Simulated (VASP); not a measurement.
Runs of VASP 6.6.1 on Ta. The structure is that of space group Im-3m (No. 229), or close to it. The cells are those of the table. 

```csv
cell,gap on the mesh (eV),pressure (GPa)
"a = 2.539 Å, angles 109.5°, 1 atom",none,123.8
"a = 2.761 Å, angles 109.5°, 1 atom",none,(c)
"a = 2.811 Å, angles 109.5°, 1 atom",none,2.2
"a = 2.598 Å, angles 109.5°, 1 atom",none,(a)
"a = 2.860 Å, angles 109.5°, 1 atom",none,-8.3
"a = 2.655 Å, angles 109.5°, 1 atom",none,56.2
"a = 2.709 Å, angles 109.5°, 1 atom",none,33.3
"a = 2.888 Å, angles 109.5°, 1 atom",none,(b)
```

Alike in all rows: task single point; level LDA; potentials or basis VASP PAW LDA potentials, release 64 (Ta_pv); no spin polarisation; k mesh 22 × 22 × 22; cutoff (eV) 520; smearing gaussian 0.05 eV.

Task: Fill in the values left out.

Result: (a) 86.0; (b) -13.4; (c) 15.8.

Caveats: spin-orbit coupling is left out, which moves the levels of the heavy elements; the cell stands under pressure (at least some runs); the cell stands under tension (at least some runs).

A k mesh can miss the band edges, and the runs leave out spin-orbit coupling on Ta.

A gap of «none» marks levels without a gap at the run's occupations.
